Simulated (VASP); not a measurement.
A run of VASP 6.6.1 is set up as follows.

File INCAR:

```
ALGO     = Normal         # electronic algorithm
EDIFF    = 1E-6           # SCF threshold, eV
ENCUT    = 520            # plane-wave cutoff, eV
GGA      = PS             # functional
ISIF     = 2              # what is computed and relaxed
ISMEAR   = 0              # smearing method
LASPH    = True           # aspherical terms in the spheres
LCHARG   = False          # write CHGCAR
LREAL    = False          # projectors in reciprocal space
LWAVE    = False          # write WAVECAR
NBANDS   = 50             # bands
NELM     = 100            # most SCF steps
PREC     = Accurate       # precision mode
SIGMA    = 0.1            # smearing width, eV
```

KPOINTS

```
k-points
0
Gamma
  12 12 2
```

The input POSCAR:

```
GeSb4Te7
1.0
    4.2171906303      0.0000000000      0.0000000000
   -2.1085953152      3.6521942184      0.0000000000
    0.0000000000      0.0000000000     23.0709529408
Ge Sb Te
1 4 7
Direct
    0.0000000000      0.0000000000      0.5000000000
    0.6666666667      0.3333333333      0.9152853076
    0.3333333333      0.6666666667      0.3433256096
    0.3333333333      0.6666666667      0.0847146924
    0.6666666667      0.3333333333      0.6566743904
    0.3333333333      0.6666666667      0.8406940744
    0.6666666667      0.3333333333      0.1593059256
    0.0000000000      0.0000000000      0.7310713354
    0.6666666667      0.3333333333      0.4288012732
    0.3333333333      0.6666666667      0.5711987268
    0.0000000000      0.0000000000      0.0000000000
    0.0000000000      0.0000000000      0.2689286646
```

Potentials or basis: VASP PAW PBE potentials, release 64 (Ge_d, Sb, Te).

The run is started by

```bash
$ cat potpaw_PBE.64/Ge_d/POTCAR potpaw_PBE.64/Sb/POTCAR potpaw_PBE.64/Te/POTCAR > POTCAR
$ mpirun -np 1 vasp_std > vasp.out
```

Q: What does it give for the band gap on the k mesh?

A: Zero (filled and empty bands touch).

Q: Predict the largest force.

A: 0.037 eV/Å.

Q: What does it give for the pressure?

A: 1.4 GPa.

Forces in eV/Å, atoms in the order of the input:
```
Ge   0.000  0.000  0.000
Sb   0.000  0.000  0.027
Sb   0.000  0.000  0.026
Sb   0.000  0.000 -0.027
Sb   0.000  0.000 -0.026
Te   0.000  0.000 -0.037
Te   0.000  0.000  0.037
Te   0.000  0.000  0.036
Te   0.000  0.000  0.000
Te   0.000  0.000  0.000
Te   0.000  0.000  0.000
Te   0.000  0.000 -0.036
```

Caveat: the PAW data sets were made with another functional, which shifts forces and pressure a little; spin-orbit coupling is left out, which moves the levels of the heavy elements.
